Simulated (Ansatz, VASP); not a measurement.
# Ag in VASP and in Ansatz

```
Ag
1.0
     3.00782    0.00000    0.00000
    -1.50391    2.60485    0.00000
     0.00000    0.00000    9.92403
Ag
4
Direct
  0.33333 0.66667 0.25000
  0.66667 0.33333 0.75000
  0.00000 0.00000 0.00000
  0.00000 0.00000 0.50000
```

Alike in both runs: task single point; functional RPBE; k mesh 14 × 14 × 4; occupations fermi-dirac, width 0.1 eV; no spin polarisation.

|  | VASP | Ansatz |
| --- | --- | --- |
| version | VASP 6.6.1 | Ansatz 0.2.0 |
| potentials or method | VASP PAW PBE potentials, release 64 (Ag), cutoff 520 eV | plane waves (420 eV) with PAW, scalar-relativistic |
| valence electrons in the cell | 44 | 76 |

|  | VASP | Ansatz | Ansatz less VASP |
| --- | --- | --- | --- |
| pressure (GPa) | -2.5 | -2.5 | +0.03 |
| traceless stress, the component that is largest in VASP (GPa) | -0.55 | -0.55 | -0.003 |

VASP's potentials were made for PBE, not for RPBE. VASP's potentials hold 44 valence electrons a cell and Ansatz's 76, so a difference there can come from the potentials and not from the codes.
